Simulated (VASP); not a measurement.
# Mg4CdS3 (P-3m1) in VASP: further runs

Runs on Mg4CdS3. Level: PBE. Tasks: relaxation of cell and atoms.

All numbers are computed with VASP 6.6.1; they aren't measurements. Logs are shortened: lines on timing, memory, paths and dates and some standing lists are left out, and cuts for length are marked.

## Step 1: The cell of the first run

It takes space group P-3m1 (No. 164, trigonal). The conventional cell has a = 3.629 Å, b = 3.629 Å, c = 13.911 Å, α = 90.00°, β = 90.00°, γ = 120.00°. Within 3.4 Å of Mg (site symmetry 3m) lie 6 S at 2.59 to 2.61 Å and 1 Mg at 3.12 Å. Mg (site symmetry 3m) has 3 S at 2.61 Å and 1 Mg at 3.12 Å and 3 Cd at 3.12 Å within 3.4 Å. Cd (site symmetry -3m) has 6 Mg at 3.12 Å and 6 Cd at 3.63 Å within 4.1 Å. S (site symmetry 3m) has 6 Mg at 2.61 Å within 3.4 Å. S (site symmetry -3m) has 6 Mg at 2.59 Å within 3.4 Å.

## Step 2: Relaxation of cell and atoms, PBE

INCAR reads:

```
SYSTEM = Mg4CdS3
ALGO = Normal ; EDIFF = 1E-7
EDIFFG = -0.001 ; ENCUT = 600
GGA = PE ; GGA_COMPAT = .FALSE.
IBRION = 2 ; ISIF = 3
ISMEAR = 0 ; LASPH = .TRUE.
LCHARG = .FALSE. ; LREAL = .FALSE.
LWAVE = .FALSE. ; NELM = 120
NELMIN = 4 ; NSW = 80
PREC = Accurate ; SIGMA = 0.1
```

KPOINTS reads:

```
k-points
0
G
  12 12 4
  0 0 0
```

POSCAR reads:

```
Mg4CdS3
1.0
    3.6291906607      0.0000000000      0.0000000000
   -1.8145953304      3.1429713073      0.0000000000
    0.0000000000      0.0000000000     13.9112186225
Mg Cd S
4 1 3
Direct
    0.3333333333      0.6666666667      0.6091236499
    0.6666666667      0.3333333333      0.3908763501
    0.6666666667      0.3333333333      0.1665279906
    0.3333333333      0.6666666667      0.8334720094
    0.0000000000      0.0000000000      0.0000000000
    0.6666666667      0.3333333333      0.7213090520
    0.3333333333      0.6666666667      0.2786909480
    0.0000000000      0.0000000000      0.5000000000
```

Potentials or basis: VASP PAW PBE potentials, release 64 (Mg, Cd, S).

Started as:

```console
> cat potpaw_PBE.64/Mg/POTCAR potpaw_PBE.64/Cd/POTCAR potpaw_PBE.64/S/POTCAR > POTCAR
> mpirun -np 1 vasp_std > vasp.out
```

OUTCAR:

```text
SYSTEM = Mg4CdS3
   EDIFF = 1E-7
   EDIFFG = -0.001
   ENCUT = 600
   GGA = PE
   IBRION = 2
   ISIF = 3
   ISMEAR = 0
   LASPH = .TRUE.
   LREAL = .FALSE.
   NELM = 120
   NELMIN = 4
   NSW = 80
   PREC = Accurate

 ion  position               nearest neighbor table
   1  0.333  0.667  0.609-   8 2.59   8 2.59   8 2.59   6 2.61   6 2.61   6 2.61   4 3.12
   2  0.667  0.333  0.391-   8 2.59   8 2.59   8 2.59   7 2.61   7 2.61   7 2.61   3 3.12
   3  0.667  0.333  0.167-   7 2.61   7 2.61   7 2.61   2 3.12   5 3.12   5 3.12   5 3.12
   4  0.333  0.667  0.833-   6 2.61   6 2.61   6 2.61   1 3.12   5 3.12   5 3.12   5 3.12
   5  0.000  0.000  0.000-   3 3.12   4 3.12   4 3.12   3 3.12   3 3.12   4 3.12
   6  0.667  0.333  0.721-   4 2.61   4 2.61   4 2.61   1 2.61   1 2.61   1 2.61
   7  0.333  0.667  0.279-   3 2.61   3 2.61   3 2.61   2 2.61   2 2.61   2 2.61
   8  0.000  0.000  0.500-   1 2.59   2 2.59   1 2.59   2 2.59   2 2.59   1 2.59

  LATTYP: Found a hexagonal cell.
 ALAT       =     3.6291906607
 C/A-ratio  =     3.8331462640

  Lattice vectors:

 A1 = (   3.6291906607,   0.0000000000,   0.0000000000)
 A2 = (  -1.8145953304,   3.1429713073,   0.0000000000)
 A3 = (   0.0000000000,   0.0000000000,  13.9112186225)

Analysis of symmetry for initial positions (statically):
=====================================================================
 Subroutine PRICEL returns:
 Original cell was already a primitive cell.

 Routine SETGRP: Setting up the symmetry group for a
 hexagonal supercell.

 Subroutine GETGRP returns: Found 12 space group operations
 (whereof 12 operations were pure point group operations)
 out of a pool of 24 trial point group operations.

The static configuration has the point symmetry D_3d.

Analysis of symmetry for dynamics (positions and initial velocities):
=====================================================================
 Subroutine PRICEL returns:
 Original cell was already a primitive cell.

 Routine SETGRP: Setting up the symmetry group for a
 hexagonal supercell.

 Subroutine GETGRP returns: Found 12 space group operations
 (whereof 12 operations were pure point group operations)
 out of a pool of 24 trial point group operations.

The dynamic configuration has the point symmetry D_3d.

 Subroutine INISYM returns: Found 12 space group operations
 (whereof 12 operations are pure point group operations),
 and found     1 'primitive' translations

----------------------------------------------------------------------------------------

                                     Primitive cell

  volume of cell :     158.6775

  direct lattice vectors                    reciprocal lattice vectors
     3.629190661  0.000000000  0.000000000     0.275543528  0.159085130  0.000000000
    -1.814595330  3.142971307  0.000000000     0.000000000  0.318170261  0.000000000
     0.000000000  0.000000000 13.911218622     0.000000000  0.000000000  0.071884428

  length of vectors
     3.629190661  3.629190661 13.911218622     0.318170261  0.318170261  0.071884428

  position of ions in fractional coordinates (direct lattice)
     0.333333333  0.666666667  0.609123650
     0.666666667  0.333333333  0.390876350
     0.666666667  0.333333333  0.166527991
     0.333333333  0.666666667  0.833472009
     0.000000000  0.000000000  0.000000000
     0.666666667  0.333333333  0.721309052
     0.333333333  0.666666667  0.278690948
     0.000000000  0.000000000  0.500000000

  ion indices of the primitive-cell ions
   primitive index   ion index
                 1           1
                 2           2
                 3           3
                 4           4
                 5           5
                 6           6
                 7           7
                 8           8

----------------------------------------------------------------------------------------

 KPOINTS: k-points

Automatic generation of k-mesh.
 Grid dimensions read from file:
 generate k-points for:   12   12    4

 Generating k-lattice:

  Cartesian coordinates                     Fractional coordinates (reciprocal lattice)
     0.022961961  0.013257094  0.000000000     0.083333333  0.000000000  0.000000000
     0.000000000  0.026514188  0.000000000     0.000000000  0.083333333  0.000000000
     0.000000000  0.000000000  0.017971107     0.000000000  0.000000000  0.250000000

  Length of vectors
     0.026514188  0.026514188  0.017971107

  Shift w.r.t. Gamma in fractional coordinates (k-lattice)
     0.000000000  0.000000000  0.000000000

 Subroutine IBZKPT returns following result:
 ===========================================

 Found     69 irreducible k-points:

 Following reciprocal coordinates:
            Coordinates               Weight
  0.000000  0.000000  0.000000      1.000000
  0.083333 -0.000000  0.000000      6.000000
  0.166667  0.000000  0.000000      6.000000
  0.250000 -0.000000  0.000000      6.000000
  0.333333  0.000000  0.000000      6.000000
  0.416667  0.000000  0.000000      6.000000
[... 16 lines left out ...]
  0.166667  0.000000  0.250000      6.000000
  0.000000  0.166667  0.250000      6.000000
 [... further k-points ...]
   k-points           NKPTS =     69   k-points in BZ     NKDIM =     69   number of bands    NBANDS=     24
   number of dos      NEDOS =    301   number of ions     NIONS =      8
   total plane-waves  NPLWV = 100800
   dimension x,y,z NGX =    30 NGY =   30 NGZ =  112
   dimension x,y,z NGXF=    60 NGYF=   60 NGZF=  224
   ions per type =               4   1   3
   NGX,Y,Z   is equivalent  to a cutoff of  13.74, 13.74, 13.38 a.u.
   NGXF,Y,Z  is equivalent  to a cutoff of  27.48, 27.48, 26.77 a.u.
 SYSTEM =  Mg4CdS3
   PREC   = accura    normal or accurate (medium, high low for compatibility)
   ISTART =      0    job   : 0-new  1-cont  2-samecut
   ICHARG =      2    charge: 1-file 2-atom 10-const
   ISPIN  =      1    spin polarized calculation?
   LNONCOLLINEAR =      F non collinear calculations
   LSORBIT =      F    spin-orbit coupling
   LASPH  =      T    aspherical Exc in radial PAW
   ENCUT  =  600.0 eV  44.10 Ry    6.64 a.u.   7.25  7.25 27.78*2*pi/ulx,y,z
   NELM   =    120;   NELMIN=  4; NELMDL= -5     # of ELM steps
   EDIFF  = 0.1E-06   stopping-criterion for ELM
   LREAL  =      F    real-space projection
   EDIFFG = -.1E-02   stopping-criterion for IOM
   NSW    =     80    number of steps for IOM
   IBRION =      2    ionic relax: 0-MD 1-quasi-New 2-CG
   NFREE  =      1    steps in history (QN), initial steepest desc. (CG)
   ISIF   =      3    stress and relaxation
   ISYM   =      2    0-nonsym 1-usesym 2-fastsym
   POTIM  = 0.5000    time-step for ionic-motion
   TEBEG  =    0.0;   TEEND  =   0.0 temperature during run
   PSTRESS=    0.0 pullay stress
   NELECT =      38.0000    total number of electrons
   NUPDOWN=      -1.0000    fix difference up-down
   EMIN   =  10.00;   EMAX   =-10.00  energy-range for DOS
   EFERMI =   0.00;   METHOD = LEGACY
   ISMEAR =     0;   SIGMA  =   0.10  broadening in eV -4-tet -1-fermi 0-gaus
   EFERMI_NEDOS =   21; number of points for ismear=-14 and -15
   IALGO  =     38    algorithm
   IMIX   =      4    mixing-type and parameters
     AMIX     =   0.40;   BMIX     =  1.00
     AMIX_MAG =   1.60;   BMIX_MAG =  1.00
  volume/ion in A,a.u.               =      19.83       133.85
  Fermi-wavevector in a.u.,A,eV,Ry     =   1.016633  1.921158 14.062204  1.033543
  Thomas-Fermi vector in A             =   2.149988
   LORBIT       =      0    0 simple, 1 ext, 2 COOP (PROOUT), +10 PAW based schemes
   GGA     = PE    functional components
   LHFCALC =     F    Hartree Fock is set to
   AEXX    =    0.0000 exact exchange contribution
   IVDW    =     0    specifies the selected vdW correction
   LEPSILON=     F    determine dielectric tensor
   LRPA    =     F    only Hartree local field effects (RPA)
 conjugate gradient relaxation of ions
 non-spin polarized calculation
 Gauss-broadening in eV      SIGMA  =   0.10
  energy-cutoff  :      600.00
  volume of cell :      158.68
 maximum number of plane-waves:      5328
 NGX is ok and might be reduce to    30
   NGX = 15   NGY = 15   NGZ = 55

--------------------------------------- Ionic step        1  -------------------------------------------

 number of electron      38.0000003 magnetization

 Free energy of the ion-electron system (eV)
  ---------------------------------------------------
  ext. energy  EPLUGINS =         0.00000000
  ---------------------------------------------------
  free energy    TOTEN  =       -27.19043877 eV

  energy without entropy =      -27.18542896  energy(sigma->0) =      -27.18793387

------------------------ aborting loop because EDIFF is reached ----------------------------------------

  FORCE on cell =-STRESS in cart. coord.  units (eV):
  Direction    XX          YY          ZZ          XY          YZ          ZX
  --------------------------------------------------------------------------------------
  -------------------------------------------------------------------------------------
  Total       -0.1892775     -0.1892775     -0.2120778      0.0000000      0.0000000      0.0000000
  in kB       -1.9111476     -1.9111476     -2.1413639      0.0000000      0.0000000      0.0000000
  external PRESSURE =      -1.9878864 kB  Pullay stress =       0.0000000 kB
[... 153 lines left out ...]
  energy  without entropy=      -27.1857646759  energy(sigma->0) =      -27.18827121

--------------------------------------- Ionic step        5  -------------------------------------------

 number of electron      38.0000003 magnetization

 Free energy of the ion-electron system (eV)
  ---------------------------------------------------
  ext. energy  EPLUGINS =         0.00000000
  ---------------------------------------------------
  free energy    TOTEN  =       -27.19077961 eV

  energy without entropy =      -27.18576142  energy(sigma->0) =      -27.18827051

 E-fermi :   4.2608     XC(G=0):  -9.4640

 val. band max:        4.2114194132   @ k =   0.5000  -0.0000   0.5000
 cond. band min:       4.2741982599   @ k =   0.4167   0.0000   0.5000
 fundamental gap:      0.0627788467
 Fermi energy:         4.2607931638

 k-point     1 :       0.0000    0.0000    0.0000
  band No.  band energies     occupation
      1     -10.1614      2.00000
      2      -9.6679      2.00000
      3      -9.2887      2.00000
      4      -4.2973      2.00000
      5      -4.1797      2.00000
      6      -4.1797      2.00000
[... 637 lines left out ...]
     23       8.5108      0.00000
     24       9.0249      0.00000

 [... further k-points ...]

------------------------ aborting loop because EDIFF is reached ----------------------------------------

  FORCE on cell =-STRESS in cart. coord.  units (eV):
  Direction    XX          YY          ZZ          XY          YZ          ZX
  --------------------------------------------------------------------------------------
  -------------------------------------------------------------------------------------
  Total       -0.0072846     -0.0072846      0.0026918      0.0000000     -0.0000000     -0.0000000
  in kB       -0.0737941     -0.0737941      0.0272684      0.0000000     -0.0000000     -0.0000000
  external PRESSURE =      -0.0401066 kB  Pullay stress =       0.0000000 kB
[... 23 lines left out ...]
  FREE ENERGIE OF THE ION-ELECTRON SYSTEM (eV)
  ---------------------------------------------------
  free  energy   TOTEN  =       -27.1907796051 eV

  energy  without entropy=      -27.1857614241  energy(sigma->0) =      -27.18827051

 reached required accuracy - stopping structural energy minimisation
```

It took 7.7 min on 1 thread of Intel Xeon 6975P-C (Granite Rapids), shared host; peak memory 0.55 GiB.

What came out:

```
Free energy                           : -27.1908 eV
Relaxed volume                        : 19.77 Å³/atom
Relaxed cell                          : a = 3.625 Å, b = 3.625 Å, c = 13.896 Å, α = 90.00°, β = 90.00°, γ = 120.00°
Space group after relaxing (to 0.1 Å) : P-3m1 (No. 164)
Energy gained by relaxing             : 0.0 meV/atom
Ionic steps                           : 5
Pressure after relaxing               : 0.0 GPa
Band gap on the k mesh                : zero (bands 19 and 20 overlap by 0.27 eV)
```

Step by step:
```tsv
step	energy change (eV)	largest force (eV/Å)	pressure (GPa)	volume (Å³)
1	0.0000	0.0109	-0.20	158.68
2	-0.0003	0.0029	0.02	158.11
3	-0.0003	0.0020	0.00	158.15
4	-0.0003	0.0020	0.00	158.16
5	-0.0003	0.0008	0.00	158.16
```

Final structure:
```xyz
8
Lattice="3.6252 0.0000 0.0000 -1.8126 3.1395 0.0000 0.0000 0.0000 13.8962" Properties=species:S:1:pos:R:3 pbc="T T T"
Mg    0.0000    2.0930    8.4643
Mg    1.8126    1.0465    5.4318
Mg    1.8126    1.0465    2.3145
Mg    0.0000    2.0930   11.5817
Cd   -1.8126    3.1395   13.8962
S     1.8126    1.0465   10.0234
S     0.0000    2.0930    3.8728
S    -1.8126    3.1395    6.9481
```

Levels at points of the mesh, in eV from the Fermi level:
| k point | band 16 | band 17 | band 18 | band 19 | band 20 | band 21 | band 22 | band 23 |
| --- | --- | --- | --- | --- | --- | --- | --- | --- |
| (0.00, 0.00, 0.00) | -1.92 | -1.81 | -1.81 | -1.22 | 1.69 | 3.05 | 3.13 | 4.21 |
| (0.50, 0.00, 0.00) | -2.84 | -2.56 | -2.28 | -1.37 | 0.22 | 1.47 | 1.79 | 2.84 |
| (0.00, 0.00, 0.50) | -1.92 | -1.82 | -1.81 | -1.81 | 2.50 | 2.67 | 3.06 | 3.93 |
| (0.50, 0.00, 0.50) | -2.84 | -2.56 | -2.21 | -1.48 | -0.05 | 2.06 | 2.17 | 2.69 |

Caveat: semilocal functionals underestimate gaps, so a narrow gap can read as zero.

## Step 3: Relaxation of cell and atoms, PBE

INCAR reads:

```
SYSTEM = Mg4CdS3
ALGO     = Normal         ! electronic algorithm
EDIFF    = 1E-7           ! SCF threshold, eV
EDIFFG   = -0.01          ! ionic threshold
ENCUT    = 600            ! plane-wave cutoff, eV
GGA      = PE             ! functional
GGA_COMPAT= .False.      
IBRION   = 2              ! ionic algorithm
ISIF     = 3              ! what is computed and relaxed
ISMEAR   = 0              ! smearing method
LASPH    = .True.         ! aspherical terms in the spheres
LCHARG   = .False.        ! write CHGCAR
LREAL    = .False.        ! projectors in reciprocal space
LWAVE    = .False.        ! write WAVECAR
NELM     = 120            ! most SCF steps
NELMIN   = 4            
NSW      = 100            ! ionic steps
PREC     = Accurate       ! precision mode
SIGMA    = 0.1            ! smearing width, eV
```

KPOINTS reads:

```
k-points
0
Gamma
  12 12 4
  0 0 0
```

POSCAR reads:

```
Mg4CdS3
1.0
    3.6343842110      0.0000000000      0.0000000000
   -1.8171921055      3.1474690539      0.0000000000
    0.0000000000      0.0000000000     13.8891931499
Mg Cd S
4 1 3
Direct
    0.3333333333      0.6666666667      0.6091368672
    0.6666666667      0.3333333333      0.3908631328
    0.6666666667      0.3333333333      0.1661667837
    0.3333333333      0.6666666667      0.8338332163
    0.0000000000      0.0000000000      0.0000000000
    0.6666666667      0.3333333333      0.7213364118
    0.3333333333      0.6666666667      0.2786635882
    0.0000000000      0.0000000000      0.5000000000
```

Potentials or basis: VASP PAW PBE potentials, release 64 (Mg, Cd, S).

Started as:

```console
> cat potpaw_PBE.64/Mg/POTCAR potpaw_PBE.64/Cd/POTCAR potpaw_PBE.64/S/POTCAR > POTCAR
> mpirun -np 1 vasp_std > vasp.out
```

OUTCAR:

```text
SYSTEM = Mg4CdS3
   EDIFF = 1E-7
   EDIFFG = -0.01
   ENCUT = 600
   GGA = PE
   IBRION = 2
   ISIF = 3
   ISMEAR = 0
   LASPH = .True.
   LREAL = .False.
   NELM = 120
   NELMIN = 4
   NSW = 100
   PREC = Accurate

 ion  position               nearest neighbor table
   1  0.333  0.667  0.609-   8 2.59   8 2.59   8 2.59   6 2.61   6 2.61   6 2.61   4 3.12
   2  0.667  0.333  0.391-   8 2.59   8 2.59   8 2.59   7 2.61   7 2.61   7 2.61   3 3.12
   3  0.667  0.333  0.166-   7 2.62   7 2.62   7 2.62   5 3.12   5 3.12   5 3.12   2 3.12
   4  0.333  0.667  0.834-   6 2.62   6 2.62   6 2.62   5 3.12   5 3.12   5 3.12   1 3.12
   5  0.000  0.000  0.000-   3 3.12   4 3.12   3 3.12   4 3.12   3 3.12   4 3.12
   6  0.667  0.333  0.721-   1 2.61   1 2.61   1 2.61   4 2.62   4 2.62   4 2.62
   7  0.333  0.667  0.279-   2 2.61   2 2.61   2 2.61   3 2.62   3 2.62   3 2.62
   8  0.000  0.000  0.500-   1 2.59   2 2.59   2 2.59   1 2.59   2 2.59   1 2.59

  LATTYP: Found a hexagonal cell.
[... 374 lines left out ...]

 E-fermi :   4.2603     XC(G=0):  -9.4653

 val. band max:        4.2113812254   @ k =   0.5000  -0.0000   0.5000
 cond. band min:       4.2734728994   @ k =   0.4167  -0.0000   0.5000
 fundamental gap:      0.0620916740
 Fermi energy:         4.2603476225

 k-point     1 :       0.0000    0.0000    0.0000
  band No.  band energies     occupation
      1     -10.1575      2.00000
      2      -9.6633      2.00000
      3      -9.2857      2.00000
      4      -4.3000      2.00000
      5      -4.1820      2.00000
      6      -4.1820      2.00000
[... 637 lines left out ...]
     23       8.5173      0.00000
     24       9.0265      0.00000

 [... further k-points ...]

------------------------ aborting loop because EDIFF is reached ----------------------------------------

  FORCE on cell =-STRESS in cart. coord.  units (eV):
  Direction    XX          YY          ZZ          XY          YZ          ZX
  --------------------------------------------------------------------------------------
  -------------------------------------------------------------------------------------
  Total        0.0058157      0.0058157     -0.0114137     -0.0000000     -0.0000000      0.0000000
  in kB        0.0589315      0.0589315     -0.1156569     -0.0000000     -0.0000000      0.0000000
  external PRESSURE =       0.0007354 kB  Pullay stress =       0.0000000 kB
[... 23 lines left out ...]
  FREE ENERGIE OF THE ION-ELECTRON SYSTEM (eV)
  ---------------------------------------------------
  free  energy   TOTEN  =       -27.1907794910 eV

  energy  without entropy=      -27.1858159538  energy(sigma->0) =      -27.18829772

 reached required accuracy - stopping structural energy minimisation
```

Wall time 20 min (1 thread of Intel Xeon Platinum 8259CL at 2.50GHz (Skylake/Cascade Lake), shared host); peak memory 0.56 GiB.

Results:

- Free energy: -27.1908 eV
- Relaxed volume: 19.76 Å³/atom
- Relaxed cell: a = 3.625 Å, b = 3.625 Å, c = 13.895 Å, α = 90.00°, β = 90.00°, γ = 120.00°
- Space group after relaxing (to 0.1 Å): P-3m1 (No. 164)
- Energy gained by relaxing: 0.1 meV/atom
- Ionic steps: 5
- Pressure after relaxing: 0.0 GPa
- Largest force after relaxing: 0.009 eV/Å
- Band gap on the k mesh: zero (bands 19 and 20 overlap by 0.27 eV)

Forces in eV/Å, atoms in the order of the input:
```
Mg   0.000  0.000  0.003
Mg   0.000  0.000 -0.003
Mg   0.000  0.000  0.009
Mg   0.000  0.000 -0.009
Cd   0.000  0.000  0.000
S    0.000  0.000 -0.004
S    0.000  0.000  0.004
S    0.000  0.000  0.000
```

Step by step:
```tsv
step	energy change (eV)	largest force (eV/Å)	pressure (GPa)	volume (Å³)
1	0.0000	0.0378	-0.28	158.88
2	-0.0010	0.0132	0.02	158.07
3	-0.0010	0.0120	0.03	158.03
4	-0.0010	0.0102	0.01	158.08
5	-0.0011	0.0090	0.00	158.11
```

Final structure:
```cif
data_structure
_symmetry_space_group_name_H-M 'P 1'
_symmetry_Int_Tables_number 1
_cell_length_a 3.6248
_cell_length_b 3.6248
_cell_length_c 13.8949
_cell_angle_alpha 90.000
_cell_angle_beta 90.000
_cell_angle_gamma 120.000
_cell_volume 158.11
loop_
_atom_site_label
_atom_site_type_symbol
_atom_site_fract_x
_atom_site_fract_y
_atom_site_fract_z
_atom_site_occupancy
Mg1 Mg 0.33333 0.66667 0.60916 1
Mg2 Mg 0.66667 0.33333 0.39084 1
Mg3 Mg 0.66667 0.33333 0.16639 1
Mg4 Mg 0.33333 0.66667 0.83361 1
Cd1 Cd 0.00000 0.00000 0.00000 1
S1 S 0.66667 0.33333 0.72142 1
S2 S 0.33333 0.66667 0.27858 1
S3 S 0.00000 0.00000 0.50000 1
```

Caveat: semilocal functionals underestimate gaps, so a narrow gap can read as zero.
